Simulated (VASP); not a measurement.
Input of a VASP 6.6.1 run:

Contents of INCAR:

```
PREC = Accurate
ENCUT = 520
EDIFF = 1E-7
ISMEAR = -1
SIGMA = 0.05
LREAL = F
LASPH = T
NELM = 80
ALGO = Normal
ISIF = 2
LWAVE = F
LCHARG = F
GGA = PE
NBANDS = 21
```

The input KPOINTS:

```
regular mesh
0
Gamma
  14 14 14
```

File POSCAR:

```
Mo
1.0
    0.0000000000      2.8436253843      2.8436253843
    2.8436253843      0.0000000000      2.8436253843
    2.8436253843      2.8436253843      0.0000000000
Mo
2
Direct
   -0.1250000000     -0.1250000000     -0.1250000000
    0.1250000000      0.1250000000      0.1250000000
```

Potentials or basis: VASP PAW PBE potentials, release 64 (Mo_sv).

Command:

```bash
$ cat potpaw_PBE.64/Mo_sv/POTCAR > POTCAR
$ mpirun -np 1 vasp_std > vasp.out
```

(1) Estimate the pressure.

(2) Estimate the band gap on the k mesh.

Results:

(1) 0.4 GPa.

(2) zero (bands 14 and 15 overlap by 0.55 eV).
